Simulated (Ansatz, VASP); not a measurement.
**NaF: VASP beside Ansatz**

```
Na F
1.0
     0.00000    2.53126    2.53126
     2.53126    0.00000    2.53126
     2.53126    2.53126    0.00000
Na F
1 1
Direct
  0.00000 0.00000 0.00000
  0.25000 0.25000 0.25000
```

Alike in both runs: task single point; functional PBE; k mesh 8 × 8 × 8; no spin polarisation.

```csv
,VASP,Ansatz
version,VASP 6.6.1,Ansatz 0.2.0
potentials or method,"VASP PAW PBE potentials, release 64 (Na_pv, F)","plane waves, PAW"
plane-wave cutoff (eV),520,420
occupations,"gaussian, width 0.01 eV",fixed
valence electrons in the cell,14,16
```

|  | VASP | Ansatz | Ansatz less VASP |
| --- | --- | --- | --- |
| gap on the k mesh at the Fermi level (eV) | 5.61 | 5.63 | +0.015 |
| pressure (GPa) | 1.9 | 2.0 | +0.02 |

VASP's potentials hold 14 valence electrons a cell and Ansatz's 16, so a difference there can come from the potentials and not from the codes.
